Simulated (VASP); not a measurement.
The system is B.

```xyz
1
Lattice="-0.9908 0.9908 1.5048 0.9908 -0.9908 1.5048 0.9908 0.9908 -1.5048" Properties=species:S:1:pos:R:3 pbc="T T T"
B     0.0000    0.0000    0.0000
```

```yaml
Program: VASP 6.6.1
Task: relaxation of cell and atoms
Functional: PBE
Potentials_or_basis: VASP PAW PBE potentials, release 64 (B)
Cutoff: 600 eV
k_mesh: 30 × 30 × 30
Occupations: gaussian, width 0.1 eV
Spin: no spin polarisation
```

At the start: pressure 0.2 GPa; volume 5.91 Å³/atom.

How do energy, volume and symmetry change on relaxing?

Over 9 steps the energy falls by 9.4 meV/atom and the volume is 5.89 Å³/atom (-0.4 %); space group I4/mmm (No. 139, to 0.1 Å) before, Fm-3m (No. 225, to 0.1 Å).

The path:
```tsv
step	energy change (eV)	largest force (eV/Å)	pressure (GPa)	volume (Å³)
1	0.0000	0.0000	0.21	5.91
2	-0.0073	0.0000	-0.89	5.91
3	-0.0084	0.0000	-1.24	5.92
4	-0.0092	0.0000	-1.38	5.92
5	-0.0092	0.0000	-1.38	5.92
6	-0.0092	0.0000	-1.40	5.92
7	-0.0092	0.0000	-1.39	5.92
8	-0.0093	0.0000	0.98	5.87
9	-0.0094	0.0000	-0.03	5.89
```

Final structure:
```yaml
crystal:
  lattice:
    - [-1.00668, 1.00668, 1.45241]
    - [1.00668, -1.00668, 1.45241]
    - [1.00668, 1.00668, -1.45241]
  atoms:
    - { symbol: B, position: [0.00000, 0.00000, 0.00000] }
```
